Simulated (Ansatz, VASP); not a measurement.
C in VASP and in Ansatz

The input INCAR:

```
ALGO = Normal ; EDIFF = 1E-6
ENCUT = 520 ; GGA = CA
ISIF = 2 ; ISMEAR = 0
LASPH = True ; LCHARG = False
LREAL = False ; LWAVE = False
NBANDS = 11 ; NELM = 80
PREC = Accurate ; SIGMA = 0.05
```

File KPOINTS:

```
k-points
0
Gamma
  12 12 12
```

File POSCAR:

```
C
1.0
    0.0000000000      2.0262211973      1.6421661991
    1.6289229233      0.0000000000      1.6421661991
    1.6289229233      2.0262211973      0.0000000000
C
2
Direct
    0.5000000000      0.5000000000      0.5000000000
    0.7500000000      0.7500000000      0.7500000000
```

Input for Ansatz:

```yaml
crystal:
  lattice:
    - [0.0, 2.0262211973, 1.6421661991]
    - [1.6289229233, 0.0, 1.6421661991]
    - [1.6289229233, 2.0262211973, 0.0]
  atoms:
    - { symbol: C, position: [0.5, 0.5, 0.5] }
    - { symbol: C, position: [0.75, 0.75, 0.75] }
basis:
  ecutwfc: 520.0
kpoints:
  mp_grid: { grid: [12, 12, 12] }
hamiltonian:
  xc: lda
  pseudopotentials: { kind: paw, azcp: { folder: soft_1 } }
scf:
  occupations: { method: gaussian, width: 0.05 }
output:
  forces: true
  stress: true
  eigenvalues: true
```

Change from the starting cell: strain +e along x and -e along y -0.1125, strain +e along z and -e/2 along x and y -0.0700.

Alike in both runs: task single point; functional LDA; k mesh 12 × 12 × 12; occupations gaussian, width 0.05 eV; no spin polarisation.

```csv
,VASP,Ansatz
version,VASP 6.6.1,Ansatz 0.2.0
potentials or method,"VASP PAW LDA potentials, release 64 (C), cutoff 520 eV","scalar-relativistic, plane waves, PAW"
valence electrons in the cell,8,8
```

```csv
,VASP,Ansatz,Ansatz less VASP
gap on the k mesh at the Fermi level (eV),1.34,1.35,+0.013
least direct gap on the mesh (eV),3.68,3.68,0.000
pressure (GPa),10.6,9.0,-1.66
"traceless stress, the component that is largest in VASP (GPa)",-165.79,-166.00,-0.208
```

Ansatz warns that its potentials were made for another functional, while VASP's fit it. LDA's correlation is that of Perdew and Zunger in VASP and of Perdew and Wang (1992) in Ansatz.
